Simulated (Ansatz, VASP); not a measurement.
## Two plane-wave programs on MgO

```xyz
2
Lattice="0.0000 2.0970 2.0970 2.0970 0.0000 2.0970 2.0970 2.0970 0.0000" Properties=species:S:1:pos:R:3 pbc="T T T"
Mg    0.0000    0.0000    0.0000
O     2.0970    2.0970    2.0970
```

Alike in both runs: functional RPBE; k mesh 6 × 6 × 6; occupations fermi-dirac, width 0.05 eV; no spin polarisation.

|  | VASP | Ansatz |
| --- | --- | --- |
| version | VASP 6.6.1 | Ansatz 0.2.0 |
| potentials or method | VASP PAW PBE potentials, release 64 (Mg, O) | Ansatz PAW |
| plane-wave cutoff (eV) | 520 | 420 |
| valence electrons in the cell | 8 | 16 |
| task | single point | band structure |

|  | VASP | Ansatz | Ansatz less VASP |
| --- | --- | --- | --- |
| gap on the k mesh at the Fermi level (eV) | 4.95 | 4.98 | +0.026 |
| least direct gap on the mesh (eV) | 4.95 | 4.98 | +0.026 |
| pressure (GPa) | 11.0 | 11.9 | +0.94 |

VASP's potentials were made for PBE, not for RPBE. The functional is the same, so the differences come from potentials, cutoffs and numerics. VASP's potentials hold 8 valence electrons a cell and Ansatz's 16, so a difference there can come from the potentials and not from the codes.

The k mesh is coarse, so the values compare programs but aren't converged.
